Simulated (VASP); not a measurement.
Wanted: the native input for a VASP 6.6.1 run.

```yaml
Task: single point
Functional: BLYP
Dispersion: D4
Potentials_or_basis: VASP PAW PBE potentials, release 64 (Ca_sv)
Cutoff: 520 eV
k_mesh: 8 × 8 × 8
Occupations: fermi-dirac, width 0.1 eV
Spin: no spin polarisation
Dipole_correction: no
Further_INCAR_settings: ALGO = Normal; EDIFF = 1e-07; NBANDS = 11
```

The structure of Ca lies in POSCAR:

```
Ca
1.0
    0.0000000000      2.7942000000      2.7942000000
    2.7942000000      0.0000000000      2.7942000000
    2.7942000000      2.7942000000      0.0000000000
Ca
1
Direct
    0.0000000000      0.0000000000      0.0000000000
```

These files were run (other wordings do the same):

INCAR

```
PREC     = Accurate       # precision mode
ENCUT    = 520            # plane-wave cutoff, eV
EDIFF    = 1E-7           # SCF threshold, eV
ISMEAR   = -1             # smearing method
SIGMA    = 0.1            # smearing width, eV
LREAL    = False          # projectors in reciprocal space
LASPH    = True           # aspherical terms in the spheres
NELM     = 80             # most SCF steps
ALGO     = Normal         # electronic algorithm
ISIF     = 2              # what is computed and relaxed
LWAVE    = False          # write WAVECAR
LCHARG   = False          # write CHGCAR
GGA      = B5             # functional
ALDAX    = 1.0          
AGGAX    = 1.0          
AGGAC    = 1.0          
ALDAC    = 0.0          
IVDW     = 13             # dispersion correction
VDW_S6   = 1.0          
VDW_S8   = 2.34076671   
VDW_A1   = 0.44488865   
VDW_A2   = 4.0933009    
NBANDS   = 11             # bands
```

KPOINTS

```
Automatic mesh
0
Gamma
  8 8 8
```

Potentials or basis: VASP PAW PBE potentials, release 64 (Ca_sv).

The run is started by

```console
$ cat potpaw_PBE.64/Ca_sv/POTCAR > POTCAR
$ mpirun -np 1 vasp_std > vasp.out
```

It gave:

```json
{"Pressure": "-1.4 GPa", "Band gap on the k mesh": "zero (band 5 reaches 2.44 eV, above the bottom of band 6 at 2.18 eV)", "Dispersion energy per atom": "-0.309 eV"}
```

Caveat: the PAW data sets were made with another functional, which shifts forces and pressure a little; pairwise dispersion overbinds metals, which lowers pressure and volume.

Wall time 13 s on 1 thread of Intel(R) Xeon(R) 6975P-C (Granite Rapids) (shared host), peak memory 0.16 GiB.
